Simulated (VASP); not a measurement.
Here is a VASP 6.6.1 calculation.

File INCAR:

```
SYSTEM = LiMg3
PREC = Accurate
ENCUT = 520
EDIFF = 1E-6
ISMEAR = -1
SIGMA = 0.3
LREAL = .False.
LASPH = .True.
NELM = 60
ALGO = Normal
ISIF = 2
LWAVE = .False.
LCHARG = .False.
LDIPOL = .True.
IDIPOL = 3
DIPOL = 0.5 0.5 0.500
NBANDS = 26
```

KPOINTS

```
regular mesh
0
Gamma
  3 4 1
  0 0 0
```

The input POSCAR:

```
LiMg3
1.0
    6.2381936044      0.0000000000      0.0000000000
    0.0000000000      4.4110690000      0.0000000000
    0.0000000000      0.0000000000     23.7977420055
Li Mg
3 9
Direct
    0.0000000000      0.0000000000      0.3361663471
    0.5000000000      0.0000000000      0.4672332694
    0.0000000000      0.0000000000      0.5983001917
    0.5000000000      0.0000000000      0.3361663471
    0.2500000000      0.5000000000      0.4016998083
    0.7500000000      0.5000000000      0.4016998083
    0.0000000000      0.0000000000      0.4672332694
    0.7500000000      0.5000000000      0.5327667306
    0.2500000000      0.5000000000      0.5327667306
    0.5000000000      0.0000000000      0.5983001917
    0.2500000000      0.5000000000      0.6638336529
    0.7500000000      0.5000000000      0.6638336529
```

Potentials or basis: VASP PAW LDA potentials, release 64 (Li_sv, Mg).

The run is started by

```console
$ cat potpaw_LDA.64/Li_sv/POTCAR potpaw_LDA.64/Mg/POTCAR > POTCAR
$ mpirun -np 1 vasp_std > vasp.out
```

(1) Predict the largest force.

Results:

(1) 0.210 eV/Å.
